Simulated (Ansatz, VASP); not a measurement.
## One calculation of Se, two programs

```
CELL_PARAMETERS angstrom
3.53166 0.00000 0.00000
-1.76583 3.05851 0.00000
0.00000 0.00000 3.81366
ATOMIC_POSITIONS crystal
Se 0.33333 0.66667 0.25000
Se 0.66667 0.33333 0.75000
```

Alike in both runs: functional LDA; k mesh 12 × 12 × 6; occupations fermi-dirac, width 0.1 eV; no spin polarisation.

Ansatz relaxed the structure, and its values are those at the end. VASP's run is a single point on that final structure, the one shown.

|  | VASP | Ansatz |
| --- | --- | --- |
| version | VASP 6.6.1 | Ansatz 0.2.0 |
| potentials or method | VASP PAW LDA potentials, release 64 (Se), cutoff 520 eV | plane waves (420 eV) with PAW, scalar-relativistic |
| valence electrons in the cell | 12 | 32 |

VASP gave:

| Property | Result |
| --- | --- |
| pressure (GPa) | 0.2 |

Task: Estimate Ansatz's values.

Result: Pressure (GPa): 0.0.

Ansatz warns that its potentials were made for another functional, while VASP's fit it. LDA's correlation is that of Perdew and Zunger in VASP and of Perdew and Wang (1992) in Ansatz. VASP's potentials hold 12 valence electrons a cell and Ansatz's 32, so a difference there can come from the potentials and not from the codes.
